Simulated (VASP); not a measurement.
The system is SiC.

```xyz
4
Lattice="3.0754 0.0000 0.0000 -1.5377 2.6633 0.0000 0.0000 0.0000 5.0481" Properties=species:S:1:pos:R:3 pbc="T T T"
Si    0.0000    1.7756    2.5220
Si    1.5377    0.8878    5.0460
C     0.0000    1.7756    4.4192
C     1.5377    0.8878    1.8951
```

Base run:

```yaml
Program: VASP 6.6.1
Functional: PBEsol
Potentials_or_basis: VASP PAW PBE potentials, release 64 (Si, C)
Cutoff: 520 eV
k_mesh: 6 × 6 × 4
Occupations: gaussian, width 0.01 eV
Spin: no spin polarisation
```

Its results: band gap on the k mesh 2.11 eV (least direct gap 3.85 eV); pressure 0.4 GPa; largest force 0.004 eV/Å.

**Question.** The run is repeated on the same cell with these changes: functional from PBEsol to HSE06; k mesh from 6 × 6 × 4 to 6 × 6 × 2. What comes out?

**Answer.** Band gap on the k mesh 3.17 eV (least direct gap 5.07 eV); pressure -1.5 GPa; largest force 0.045 eV/Å.

Several settings changed at once.

Caveats: some runs use coarse meshes; the PAW data sets were made with another functional, which shifts forces and pressure a little.

A k mesh can miss the band edges.
